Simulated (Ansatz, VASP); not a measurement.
## Si2Mo in VASP and in Ansatz

```
CELL_PARAMETERS angstrom
3.96308 0.00000 0.00000
-1.98154 3.43213 0.00000
0.00000 0.00000 2.46742
ATOMIC_POSITIONS crystal
Mo 0.00000 0.00000 0.00000
Si 0.33333 0.66667 0.50000
Si 0.66667 0.33333 0.50000
```

Change from the starting cell: volume scaled by 0.8, LAPW.

Alike in both runs: task single point; functional PBE; k mesh 9 × 9 × 7; occupations fermi-dirac, width 0.08 eV; no spin polarisation.

```csv
,VASP,Ansatz
version,VASP 6.6.1,Ansatz 0.2.0
potentials or method,"VASP PAW PBE potentials, release 64 (Mo_sv, Si), cutoff 520 eV","all-electron LAPW, scalar-relativistic"
```

```tsv
	VASP	Ansatz	Ansatz less VASP
pressure (GPa)	63.2	62.9	-0.27
traceless stress, the component that is largest in VASP (GPa)	0.19	-0.08	-0.267
```

Both programs put the cell under a high pressure, so it lies far from rest at this level. Ansatz ran all-electron here, and VASP with PAW potentials.

The k mesh is coarse, so the values compare programs but aren't converged. Noted on VASP's run: the cell as given lies far from equilibrium.
